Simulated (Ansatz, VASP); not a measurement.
Na in VASP and in Ansatz

```
CELL_PARAMETERS angstrom
0.00000 -3.62051 0.00000
-3.62051 0.00000 0.00000
0.00000 0.00000 -5.08416
ATOMIC_POSITIONS crystal
Na 0.50000 0.60918 0.51992
Na 0.00000 0.89082 0.98008
```

Change from the starting cell: mode 4 frozen in at -0.395 Å and mode 6 at -0.101 Å (largest displacements).

Alike in both runs: task single point; functional LDA; k mesh 12 × 12 × 10; occupations gaussian, width 0.15 eV; no spin polarisation.

```csv
,VASP,Ansatz
version,VASP 6.6.1,Ansatz 0.2.0
potentials or method,"VASP PAW LDA potentials, release 64 (Na_pv), cutoff 520 eV","scalar-relativistic, plane waves, PAW"
valence electrons in the cell,14,18
```

|  | VASP | Ansatz | Ansatz less VASP |
| --- | --- | --- | --- |
| gap on the k mesh at the Fermi level (eV) | none | none | - |
| pressure (GPa) | 0.5 | 0.5 | +0.03 |
| traceless stress, the component that is largest in VASP (GPa) | -1.12 | -1.11 | +0.002 |
| rms of the force components (eV/Å) | 0.203 | 0.202 | -0.0009 |

LDA's correlation is that of Perdew and Zunger in VASP and of Perdew and Wang (1992) in Ansatz. Atom by atom the forces differ by 0.001 eV/Å (rms over components). A gap of «none» marks a metal or a gap that the smearing closes. VASP's potentials hold 14 valence electrons a cell and Ansatz's 18, so a difference there can come from the potentials and not from the codes.
